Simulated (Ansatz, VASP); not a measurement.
# Two plane-wave programs on MgS

The input INCAR:

```
SYSTEM = MgS
PREC = Accurate ; ENCUT = 600
EDIFF = 1E-6 ; ISMEAR = 0
SIGMA = 0.1 ; LREAL = .False.
LASPH = .True. ; NELM = 120
ALGO = Normal ; ISIF = 2
LWAVE = .False. ; LCHARG = .True.
GGA = PS ; LELF = .True.
LVHAR = .True. ; NBANDS = 16
GGA_COMPAT = .False.
```

File KPOINTS:

```
Automatic mesh
0
Gamma
  4 4 4
  0 0 0
```

Contents of POSCAR:

```
MgS
1.0
    3.9898611379      0.0000000000      0.0000000000
    0.0000000000      5.6425157332      0.0000000000
    0.0000000000      0.0000000000      4.0042935465
Mg S
2 2
Direct
    0.0000000000      0.0000000000      0.0000000000
    0.5000000000      0.5000000000      0.5000000000
    0.0000000000      0.2500000000      0.5000000000
    0.5000000000      0.7500000000      0.0000000000
```

Input for Ansatz:

```yaml
crystal:
  lattice:
    - [3.9898611379, 0.0, 0.0]
    - [0.0, 5.6425157332, 0.0]
    - [0.0, 0.0, 4.0042935465]
  atoms:
    - { symbol: Mg, position: [0.0, 0.0, 0.0] }
    - { symbol: Mg, position: [0.5, 0.5, 0.5] }
    - { symbol: S, position: [0.0, 0.25, 0.5] }
    - { symbol: S, position: [0.5, 0.75, 0.0] }
basis:
  ecutwfc: 420
kpoints:
  mp_grid: { grid: [4, 4, 4] }
hamiltonian:
  xc: pbesol
  pseudopotentials: { kind: paw }
scf:
  occupations: { method: gaussian, width: 0.1 }
output:
  forces: true
  stress: true
  eigenvalues: true
```

Alike in both runs: task single point; functional PBEsol; k mesh 4 × 4 × 4; occupations gaussian, width 0.1 eV; no spin polarisation.

|  | VASP | Ansatz |
| --- | --- | --- |
| version | VASP 6.6.1 | Ansatz 0.2.0 |
| potentials or method | VASP PAW PBE potentials, release 64 (Mg, S), cutoff 600 eV | scalar-relativistic, plane waves, PAW |
| valence electrons in the cell | 16 | 32 |

```tsv
	VASP	Ansatz	Ansatz less VASP
gap on the k mesh at the Fermi level (eV)	3.32	3.32	-0.002
least direct gap on the mesh (eV)	3.32	3.32	-0.002
pressure (GPa)	0.0	0.1	+0.07
traceless stress, the component that is largest in VASP (GPa)	0.23	0.23	-0.001
rms of the force components (eV/Å)	0.013	0.013	0.0000
```

VASP's potentials were made for PBE, not for PBEsol. Atom by atom the forces differ by 0.000 eV/Å (rms over components). VASP's potentials hold 16 valence electrons a cell and Ansatz's 32, so a difference there can come from the potentials and not from the codes.
